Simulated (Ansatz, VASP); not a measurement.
Two plane-wave programs on Zr3SeS2

```
Zr Se S
1.0
     8.29075    0.00000    0.00000
    -4.14538    7.18000    0.00000
     0.00000    0.00000    3.09547
Zr Se S
3 1 2
Cartesian
  4.1454 0.0000 1.5477
  -2.0727 3.5900 1.5477
  2.0727 3.5900 1.5477
  0.0000 0.0000 1.5477
  0.0000 4.7867 1.5477
  4.1454 2.3933 1.5477
```

Alike in both runs: functional PBE; k mesh 6 × 6 × 12; occupations gaussian, width 0.1 eV; no spin polarisation.

Ansatz relaxed the structure, and its values are those at the end. VASP's run is a single point on that final structure, the one shown.

|  | VASP | Ansatz |
| --- | --- | --- |
| version | VASP 6.6.1 | Ansatz 0.2.0 |
| potentials or method | VASP PAW PBE potentials, release 64 (Zr_sv, Se, S), cutoff 520 eV | scalar-relativistic, plane waves, PAW |
| valence electrons in the cell | 54 | 64 |

```tsv
	VASP	Ansatz	Ansatz less VASP
gap on the k mesh at the Fermi level (eV)	none	none	-
pressure (GPa)	0.0	0.0	+0.02
```

A gap of «none» marks a metal or a gap that the smearing closes. The functional is the same, so the differences come from potentials, cutoffs and numerics. VASP's potentials hold 54 valence electrons a cell and Ansatz's 64, so a difference there can come from the potentials and not from the codes.
